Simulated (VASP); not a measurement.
# Al16Ru in VASP: further runs

The runs below take Al16Ru through single point, with r2SCAN+D3(BJ).

Program: VASP 6.6.1. These are calculated values, not measurements. Logs are shortened: lines on timing, memory, paths and dates and some standing lists are left out, and cuts for length are marked.

## (1) The cell of the first run

The cell holds a slab with vacuum, 17 atoms: a = 5.728 Å, b = 5.728 Å, c = 18.015 Å, α = 90.00°, β = 90.00°, γ = 60.00°.

## (2) Single point, r2SCAN+D3(BJ)

Contents of POSCAR:

```
Al16Ru
1.0
    5.7275650000      0.0000000000      0.0000000000
    2.8637820000      4.9602170000      0.0000000000
    0.0000000000      0.0000000000     18.0148060000
Al Ru
16 1
Direct
    0.0000000000      0.0000000000      0.0555098956
    0.5000000873      0.0000000000      0.0555098956
   -0.0000000504      0.5000001008      0.0555098956
    0.5000000369      0.5000001008      0.0555098956
    0.1637615793      0.1609504181      0.1809276214
    0.6636619238      0.1634988953      0.1795866689
    0.1633795870      0.6642100537      0.1820118962
    0.6621235171      0.6642783975      0.1811670911
   -0.1734970503      0.3288932722      0.3035181728
    0.3318594713      0.3232743648      0.3051663171
   -0.1817760347      0.8388149148      0.3065301952
    0.3326681220      0.8312255290      0.3112705183
   -0.0155733619     -0.0095955479      0.4334582898
    0.4955172510     -0.0641802566      0.4695424974
    0.0050629676      0.5046140118      0.4238436428
    0.4710400354      0.4743736010      0.4328780449
   -0.1788788745      0.3679740221      0.5134388347
```

Contents of INCAR.step1:

```
SYSTEM = Al16Ru
PREC = Accurate
ENCUT = 520
ISMEAR = 0
SIGMA = 0.15
LREAL = Auto
LASPH = .True.
NELM = 80
NBANDS = 45
GGA = PE
ALGO = Normal
EDIFF = 1E-4
LWAVE = .True.
LCHARG = .False.
```

Contents of INCAR.step2:

```
SYSTEM = Al16Ru
PREC = Accurate
ENCUT = 520
EDIFF = 1E-6
ISMEAR = 0
SIGMA = 0.15
LREAL = Auto
LASPH = .True.
NELM = 80
ALGO = Normal
ISIF = 2
LWAVE = .False.
LCHARG = .True.
METAGGA = R2SCAN
LMIXTAU = .True.
IVDW = 12
VDW_S6 = 1.0
VDW_S8 = 0.78981345
VDW_A1 = 0.49484001
VDW_A2 = 5.73083694
LELF = .True.
LVHAR = .True.
NBANDS = 45
ISTART = 1
```

Contents of KPOINTS:

```
Automatic mesh
0
Gamma
  3 3 1
  0 0 0
```

Potentials or basis: VASP PAW PBE potentials, release 64 (Al, Ru_pv).

Run with:

```
> cat potpaw_PBE.64/Al/POTCAR potpaw_PBE.64/Ru_pv/POTCAR > POTCAR
> cp INCAR.step1 INCAR
> mpirun -np 1 vasp_std > vasp.out
> cp INCAR.step2 INCAR
> mpirun -np 1 vasp_std > vasp.out
```

OUTCAR:

```text
SYSTEM = Al16Ru
   PREC = Accurate
   ENCUT = 520
   EDIFF = 1E-6
   ISMEAR = 0
   LREAL = Auto
   LASPH = .True.
   NELM = 80
   ISIF = 2
   METAGGA = R2SCAN
   IVDW = 12
   ISTART = 1
 IVDW          = 12

 ion  position               nearest neighbor table
   1  0.000  0.000  0.056-   5 2.77   6 2.79   7 2.82   2 2.86   3 2.86   4 2.86   4 2.86   3 2.86
                             2 2.86
   2  0.500  0.000  0.056-   6 2.76   5 2.81   8 2.81   1 2.86   3 2.86   4 2.86   4 2.86   1 2.86
                             3 2.86
   3  1.000  0.500  0.056-   7 2.80   8 2.82   5 2.82   4 2.86   2 2.86   1 2.86   1 2.86   4 2.86
                             2 2.86
   4  0.500  0.500  0.056-   8 2.78   6 2.79   7 2.83   3 2.86   2 2.86   1 2.86   1 2.86   2 2.86
                             3 2.86
   5  0.164  0.161  0.181-   9 2.77  10 2.77   1 2.77   2 2.81   3 2.82   7 2.85   8 2.85   6 2.86
                            12 2.86   6 2.87   8 2.88   7 2.88
   6  0.664  0.163  0.180-   2 2.76   9 2.76   1 2.79   4 2.79  11 2.80  10 2.80   5 2.86   7 2.86
                             8 2.86   8 2.86   7 2.87   5 2.87
   7  0.163  0.664  0.182-  10 2.79   3 2.80  11 2.82   1 2.82   4 2.83   5 2.85   8 2.86   6 2.86
                            12 2.86   6 2.87   8 2.87   5 2.88
   8  0.662  0.664  0.181-   9 2.76   4 2.78  11 2.79   2 2.81   3 2.82   5 2.85   7 2.86  12 2.86
                             6 2.86   6 2.86   7 2.87   5 2.88
   9  0.827  0.329  0.304-   8 2.76   6 2.76   5 2.77  15 2.79  11 2.83  10 2.85  12 2.86  12 2.88
[... 11 lines left out ...]
  15  0.005  0.505  0.424-  17 2.27  16 2.59  10 2.68  11 2.69  13 2.73   9 2.79  14 2.84  13 3.01
                            16 3.15  14 3.17
  16  0.471  0.474  0.433-  17 2.30  15 2.59  10 2.71  14 2.79  12 2.83  13 2.86  13 2.88   9 2.93
                            14 3.09  15 3.15
  17  0.821  0.368  0.513-  15 2.27  16 2.30  13 2.37  14 2.94

  LATTYP: Found a hexagonal cell.
 ALAT       =     5.7275649303
 C/A-ratio  =     3.1452818465

  Lattice vectors:

 A1 = (  -2.8637820000,  -4.9602170000,   0.0000000000)
 A2 = (   5.7275650000,   0.0000000000,   0.0000000000)
 A3 = (   0.0000000000,   0.0000000000,  18.0148060000)

Analysis of symmetry for initial positions (statically):
=====================================================================
 Subroutine PRICEL returns:
 Original cell was already a primitive cell.

 Routine SETGRP: Setting up the symmetry group for a
 hexagonal supercell.

 Subroutine GETGRP returns: Found  1 space group operations
 (whereof  1 operations were pure point group operations)
 out of a pool of 24 trial point group operations.

The static configuration has the point symmetry C_1 .

Analysis of symmetry for dynamics (positions and initial velocities):
[... 131 lines left out ...]
   PSTRESS=    0.0 pullay stress
   NELECT =      62.0000    total number of electrons
   NUPDOWN=      -1.0000    fix difference up-down
   EMIN   =  10.00;   EMAX   =-10.00  energy-range for DOS
   EFERMI =   0.00;   METHOD = LEGACY
   ISMEAR =     0;   SIGMA  =   0.15  broadening in eV -4-tet -1-fermi 0-gaus
   EFERMI_NEDOS =   21; number of points for ismear=-14 and -15
   IALGO  =     38    algorithm
   IMIX   =      4    mixing-type and parameters
     AMIX     =   0.40;   BMIX     =  1.00
     AMIX_MAG =   1.60;   BMIX_MAG =  1.00
  volume/ion in A,a.u.               =      30.11       203.16
  Fermi-wavevector in a.u.,A,eV,Ry     =   0.810038  1.530750  8.927616  0.656161
  Thomas-Fermi vector in A             =   1.919139
   LORBIT       =      0    0 simple, 1 ext, 2 COOP (PROOUT), +10 PAW based schemes
   METAGGA = R2SCAN    functional components
   LHFCALC =     F    Hartree Fock is set to
   AEXX    =    0.0000 exact exchange contribution
   IVDW    =    12    specifies the selected vdW correction
   LEPSILON=     F    determine dielectric tensor
   LRPA    =     F    only Hartree local field effects (RPA)
 non-spin polarized calculation
 Gauss-broadening in eV      SIGMA  =   0.15
  energy-cutoff  :      520.00
  volume of cell :      511.80
 maximum number of plane-waves:     13819
 NGX is ok and might be reduce to    42
   NGX = 21   NGY = 21   NGZ = 67

 number of electron      62.0000001 magnetization

 Free energy of the ion-electron system (eV)
  ---------------------------------------------------
  ext. energy  EPLUGINS =         0.00000000
  ---------------------------------------------------
  free energy    TOTEN  =      -128.94816097 eV

  energy without entropy =     -128.91173432  energy(sigma->0) =     -128.92994765

 E-fermi :   2.6824     XC(G=0):  -6.9474

 val. band max:        2.5082213914   @ k =   0.0000   0.0000   0.0000
 cond. band min:       2.6889082472   @ k =   0.0000   0.0000   0.0000
 fundamental gap:      0.1806868558
 Fermi energy:         2.6824483944

 k-point     1 :       0.0000    0.0000    0.0000
  band No.  band energies     occupation
      1     -40.3296      2.00000
      2     -40.1555      2.00000
      3     -40.1124      2.00000
      4      -8.9225      2.00000
      5      -7.6569      2.00000
      6      -5.9325      2.00000
[... 219 lines left out ...]
     42       5.5264      0.00000
     43       5.6343      0.00000
 [bands above 43 left out]

------------------------ aborting loop because EDIFF is reached ----------------------------------------

 Edisp (eV)   -2.05909

 E8    (eV) :    -0.7568

  FORCE on cell =-STRESS in cart. coord.  units (eV):
  Direction    XX          YY          ZZ          XY          YZ          ZX
  --------------------------------------------------------------------------------------
  -------------------------------------------------------------------------------------
  Total      -5.83492   -11.42001     0.41557     1.20990     0.04780     0.29634
  in kB     -18.26607   -35.75007     1.30094     3.78758     0.14964     0.92770
  external pressure =      -17.57 kB  Pullay stress =        0.00 kB

 VOLUME and BASIS-vectors are now :
 -----------------------------------------------------------------------------
  energy-cutoff  :      520.00
  volume of cell :      511.80
      direct lattice vectors                 reciprocal lattice vectors
     5.727565000  0.000000000  0.000000000     0.174594265 -0.100802024  0.000000000
     2.863782000  4.960217000  0.000000000     0.000000000  0.201604083  0.000000000
     0.000000000  0.000000000 18.014806000     0.000000000  0.000000000  0.055509896

 POSITION                                       TOTAL-FORCE (eV/Angst)
 -----------------------------------------------------------------------------------
      0.00000      0.00000      1.00000        -0.008857      0.051027     -0.033407
      2.86378      0.00000      1.00000        -0.023805     -0.027599      0.052022
      7.15946      2.48011      1.00000        -0.100241     -0.042944     -0.038529
      4.29567      2.48011      1.00000         0.064197     -0.016983     -0.069793
      1.39888      0.79835      3.25938         0.006382      0.006434     -0.004210
      4.26939      0.81099      3.23522         0.004653      0.001002      0.005822
[... 9 lines left out ...]
      4.05642      2.35300      7.79821        -0.019737      0.038875     -0.065114
      5.75682      1.82523      9.24950        -0.017514      0.186504      0.068063
 -----------------------------------------------------------------------------------
    total drift:                               -0.006943     -0.001239      0.004023

  FREE ENERGIE OF THE ION-ELECTRON SYSTEM (eV)
  ---------------------------------------------------
  free  energy   TOTEN  =      -131.0072481438 eV

  energy  without entropy=     -130.9708214917  energy(sigma->0) =     -130.98903482
```

OUTCAR.step1:

```text
SYSTEM = Al16Ru
   PREC = Accurate
   ENCUT = 520
   ISMEAR = 0
   LREAL = Auto
   LASPH = .True.
[... 498 lines left out ...]
      4.26939      0.81099      3.23522        -0.002251     -0.004910     -0.026347
[... 9 lines left out ...]
      4.05642      2.35300      7.79821        -0.166286      0.054053     -0.056787
      5.75682      1.82523      9.24950        -0.010567      0.158458      0.501911
 -----------------------------------------------------------------------------------
    total drift:                               -0.007254     -0.001669      0.002756

  FREE ENERGIE OF THE ION-ELECTRON SYSTEM (eV)
  ---------------------------------------------------
  free  energy   TOTEN  =       -65.3814168393 eV

  energy  without entropy=      -65.3495395090  energy(sigma->0) =      -65.36547817
```

OSZICAR.step1:

```text
N       E                     dE             d eps       ncg     rms          rms(c)
DAV:   1     0.171914994529E+03    0.17191E+03   -0.23897E+04   530   0.107E+03
DAV:   2    -0.541885259421E+02   -0.22610E+03   -0.21072E+03   544   0.179E+02
DAV:   3    -0.683975824383E+02   -0.14209E+02   -0.13568E+02   612   0.369E+01
DAV:   4    -0.689285382239E+02   -0.53096E+00   -0.52803E+00   671   0.796E+00
DAV:   5    -0.689497157362E+02   -0.21178E-01   -0.21168E-01   674   0.150E+00    0.922E+00
DAV:   6    -0.664273930590E+02    0.25223E+01   -0.87633E+00   478   0.125E+01    0.546E+00
DAV:   7    -0.661163699679E+02    0.31102E+00   -0.42109E+00   539   0.133E+01    0.648E+00
DAV:   8    -0.657294740881E+02    0.38690E+00   -0.28695E+00   551   0.839E+00    0.243E+00
DAV:   9    -0.654374118482E+02    0.29206E+00   -0.58786E-01   536   0.455E+00    0.968E-01
DAV:  10    -0.654007086987E+02    0.36703E-01   -0.14420E-01   532   0.135E+00    0.589E-01
DAV:  11    -0.653873285332E+02    0.13380E-01   -0.25179E-02   588   0.684E-01    0.318E-01
DAV:  12    -0.653786948633E+02    0.86337E-02   -0.75174E-03   572   0.302E-01    0.161E-01
DAV:  13    -0.653757943723E+02    0.29005E-02   -0.26419E-03   596   0.146E-01    0.846E-02
DAV:  14    -0.653771767882E+02   -0.13824E-02   -0.37848E-03   478   0.178E-01    0.699E-02
DAV:  15    -0.653797429060E+02   -0.25661E-02   -0.10868E-03   501   0.155E-01    0.444E-02
DAV:  16    -0.653808178335E+02   -0.10749E-02   -0.22320E-04   410   0.739E-02    0.200E-02
DAV:  17    -0.653813371572E+02   -0.51932E-03   -0.10300E-04   378   0.469E-02    0.836E-03
DAV:  18    -0.653814168393E+02   -0.79682E-04   -0.21813E-05   318   0.251E-02
   1 F= -.65381417E+02 E0= -.65365478E+02  d E =-.318773E-01
```

Wall time 9.1 min (1 thread of Intel Xeon 6975P-C (Granite Rapids), shared host); peak memory 0.77 GiB.

Results:

| Quantity | Value |
| --- | --- |
| Free energy | -131.0072 eV |
| Largest force | 0.245 eV/Å |
| Band gap on the k mesh | zero (bands 31 and 32 overlap by 0.46 eV) |
| Dispersion energy per atom | -0.121 eV |

Forces on the atoms (eV/Å):
```
Al  -0.009  0.051 -0.033
Al  -0.024 -0.028  0.052
Al  -0.100 -0.043 -0.039
Al   0.064 -0.017 -0.070
Al   0.006  0.006 -0.004
Al   0.005  0.001  0.006
Al   0.003  0.004  0.001
Al   0.001  0.012  0.013
Al   0.014  0.026  0.005
Al   0.005 -0.002 -0.012
Al   0.021  0.030  0.038
Al  -0.005  0.042 -0.003
Al   0.017  0.021  0.078
Al   0.008 -0.245  0.003
Al   0.031 -0.083 -0.038
Al  -0.020  0.039 -0.065
Ru  -0.018  0.187  0.068
```

Caveat: the k points lie up to 0.42 Å⁻¹ apart; there is no dipole correction, which matters where the two faces differ; the PAW data sets were made with another functional, which shifts forces and pressure a little.

[end of part 1 of 2]

The gap in the log of VASP goes by the Fermi energy; the results here count the filled bands.